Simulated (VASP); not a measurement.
Here is a VASP 6.6.1 calculation.

The input INCAR:

```
SYSTEM = Ga3As3H
  ALGO = Normal
  DIPOL = 0.5 0.5 0.325
  EDIFF = 1E-6
  ENCUT = 520
  GGA = PE
  IDIPOL = 3
  ISIF = 2
  ISMEAR = 0
  ISPIN = 2
  LASPH = .TRUE.
  LCHARG = .FALSE.
  LDIPOL = .TRUE.
  LORBIT = 11
  LREAL = .FALSE.
  LWAVE = .FALSE.
  MAGMOM = 0 0 0 0 0 0 1
  NBANDS = 40
  NELM = 150
  PREC = Accurate
  SIGMA = 0.05
```

File KPOINTS:

```
k-points
0
G
  7 5 1
  0 0 0
```

The input POSCAR:

```
Ga3As3H
1.0
    4.0629609251      0.0000000000      0.0000000000
    0.0000000000      5.7458944437      0.0000000000
    0.0000000000      0.0000000000     19.8924416078
Ga As H
3 3 1
Direct
    0.5000000000      0.5000000000      0.2010813996
    0.0000000000      0.0635976529      0.3146195102
    0.5000000000      0.4877931194      0.3796180525
    0.0000000000      0.2500000000      0.2010813996
    0.5000000000      0.8095618192      0.2945553866
    0.0000000000      0.2894088168      0.4218909761
    0.3333333333      0.4560754834      0.4619272312
```

Potentials or basis: VASP PAW PBE potentials, release 64 (Ga_d, As, H).

Launch:

```sh
$ cat potpaw_PBE.64/Ga_d/POTCAR potpaw_PBE.64/As/POTCAR potpaw_PBE.64/H/POTCAR > POTCAR
$ mpirun -np 1 vasp_std > vasp.out
```

Problem. Predict the net moment.

Solution. 0.00 μB per cell.

Problem. Estimate the largest force.

Solution. 1.103 eV/Å.

Forces on the atoms (eV/Å):
```
Ga  -0.041 -0.527  0.968
Ga   0.067 -0.075 -0.415
Ga   0.486  0.436 -0.537
As   0.053  0.487 -0.736
As  -0.032 -0.122  0.340
As  -0.255 -0.550  0.367
H   -0.277  0.352  0.012
```
